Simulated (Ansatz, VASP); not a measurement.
**Two plane-wave programs on TePb**

```
Te Pb
1.0
     0.00000    2.81904    4.22857
     2.81904    0.00000    4.22857
     2.81904    2.81904    0.00000
Te Pb
1 1
Direct
  0.50000 0.50000 0.50000
  0.00000 0.00000 0.00000
```

Alike in both runs: task single point; functional PBE; k mesh 8 × 8 × 8; occupations gaussian, width 0.05 eV; no spin polarisation.

|  | VASP | Ansatz |
| --- | --- | --- |
| version | VASP 6.6.1 | Ansatz 0.2.0 |
| potentials or method | VASP PAW PBE potentials, release 64 (Te, Pb_d), cutoff 520 eV | scalar-relativistic, plane waves, PAW |
| valence electrons in the cell | 20 | 30 |

|  | VASP | Ansatz | Ansatz less VASP |
| --- | --- | --- | --- |
| gap on the k mesh at the Fermi level (eV) | none | none | - |
| pressure (GPa) | 16.1 | 16.2 | +0.11 |
| traceless stress, the component that is largest in VASP (GPa) | -18.22 | -18.31 | -0.092 |

A gap of «none» marks a metal or a gap that the smearing closes. VASP's potentials hold 20 valence electrons a cell and Ansatz's 30, so a difference there can come from the potentials and not from the codes.

Spin-orbit coupling is off throughout.
